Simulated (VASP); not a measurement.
A run of VASP 6.6.1 is set up as follows.

INCAR

```
SYSTEM = InP
  ALGO = Normal
  EDIFF = 1E-6
  EDIFFG = -0.002
  ENCUT = 600
  GGA = PS
  IBRION = 2
  ISIF = 3
  ISMEAR = 0
  LASPH = .True.
  LCHARG = .False.
  LREAL = .False.
  LWAVE = .False.
  NELM = 60
  NSW = 100
  PREC = Accurate
  PSTRESS = -20.0
  SIGMA = 0.01
```

The input KPOINTS:

```
k-points
0
Gamma
  8 8 8
  0 0 0
```

Contents of POSCAR:

```
InP
1.0
    2.9392821591      2.9392821591      0.0000000000
   -2.9392821591      2.9392821591      0.0000000000
    0.0000000000      2.9392821591      2.9392821591
In P
1 1
Direct
    0.0000000000      0.0000000000      0.0000000000
    0.7500000000      0.2500000000      0.5000000000
```

Potentials or basis: VASP PAW PBE potentials, release 64 (In_d, P).

The run is started by

```sh
$ cat potpaw_PBE.64/In_d/POTCAR potpaw_PBE.64/P/POTCAR > POTCAR
$ mpirun -np 1 vasp_std > vasp.out
```

(1) What does it give for the relaxed volume?

(2) Estimate the band gap on the k mesh.

Results:

(1) 26.23 Å³/atom.

(2) 0.39 eV, direct.

Caveat: the cell is relaxed towards a set pressure, so the enthalpy falls and the energy may rise; the PAW data sets were made with another functional, which shifts forces and pressure a little; spin-orbit coupling is left out, which moves the levels of the heavy elements.
